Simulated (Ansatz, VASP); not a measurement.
# One calculation of TaSi, two programs

Contents of INCAR:

```
PREC = Accurate
ENCUT = 520
EDIFF = 1E-6
ISMEAR = -1
SIGMA = 0.05
LREAL = F
LASPH = T
NELM = 100
ALGO = Normal
ISIF = 2
LWAVE = F
LCHARG = F
GGA = PE
NBANDS = 14
```

Contents of KPOINTS:

```
regular mesh
0
Gamma
  11 11 1
```

File POSCAR:

```
TaSi
1.0
    2.7385900000      0.0000000000      0.0000000000
   -1.3692900000      2.3716900000      0.0000000000
    0.0000000000      0.0000000000     29.0170200000
Ta Si
1 1
Direct
    0.0000000000      0.0000000000      0.2306600000
    0.0000000000      0.0000000000      0.3207400000
```

File input.yaml:

```yaml
crystal:
  lattice:
    - [2.73859, 0.0, 0.0]
    - [-1.36929, 2.37169, 0.0]
    - [0.0, 0.0, 29.01702]
  atoms:
    - { symbol: Ta, position: [0.0, 0.0, 0.23066] }
    - { symbol: Si, position: [0.0, 0.0, 0.32074] }
kpoints:
  mp_grid: { grid: [11, 11, 1] }
scf:
  occupations: { method: fermi_dirac, width: 0.05 }
hamiltonian:
  xc: pbe
  pseudopotentials: { kind: all_electron, lapw: { basis_error: 0.001 } }
output:
  forces: true
  stress: true
  eigenvalues: true
  populations: true
```

Alike in both runs: task single point; functional PBE; k mesh 11 × 11 × 1; occupations fermi-dirac, width 0.05 eV; no spin polarisation.

|  | VASP | Ansatz |
| --- | --- | --- |
| version | VASP 6.6.1 | Ansatz 0.2.0 |
| potentials or method | VASP PAW PBE potentials, release 64 (Ta_pv, Si), cutoff 520 eV | all-electron LAPW, scalar-relativistic |

VASP gave:

| Item | Value |
| --- | --- |
| gap on the k mesh at the Fermi level (eV) | none |
| rms of the force components (eV/Å) | 0.084 |

Q: What did Ansatz give for the same quantities?

A: gap on the k mesh at the Fermi level (eV): none; rms of the force components (eV/Å): 0.080.

Atom by atom the forces differ by 0.004 eV/Å (rms over components). A gap of «none» marks a metal or a gap that the smearing closes. Ansatz ran all-electron here, and VASP with PAW potentials.

Neither program's run includes spin-orbit coupling.
